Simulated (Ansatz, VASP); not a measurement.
InAs2 in VASP and in Ansatz

```
CELL_PARAMETERS angstrom
0.00000 3.34865 3.34865
3.34865 0.00000 3.34865
3.34865 3.34865 0.00000
ATOMIC_POSITIONS crystal
In 0.00000 0.00000 0.00000
As 0.25000 0.25000 0.25000
As 0.75000 0.75000 0.75000
```

Alike in both runs: functional PBE; k mesh 12 × 12 × 12; occupations gaussian, width 0.1 eV; no spin polarisation.

Ansatz relaxed the structure, and its values are those at the end. VASP's run is a single point on that final structure, the one shown.

|  | VASP | Ansatz |
| --- | --- | --- |
| version | VASP 6.6.1 | Ansatz 0.2.0 |
| potentials or method | VASP PAW PBE potentials, release 64 (In_d, As), cutoff 520 eV | scalar-relativistic, plane waves, PAW |
| valence electrons in the cell | 23 | 43 |

|  | VASP | Ansatz | Ansatz less VASP |
| --- | --- | --- | --- |
| gap on the k mesh at the Fermi level (eV) | none | none | - |
| pressure (GPa) | 0.0 | 0.0 | -0.04 |

A gap of «none» marks a metal or a gap that the smearing closes. VASP's potentials hold 23 valence electrons a cell and Ansatz's 43, so a difference there can come from the potentials and not from the codes.
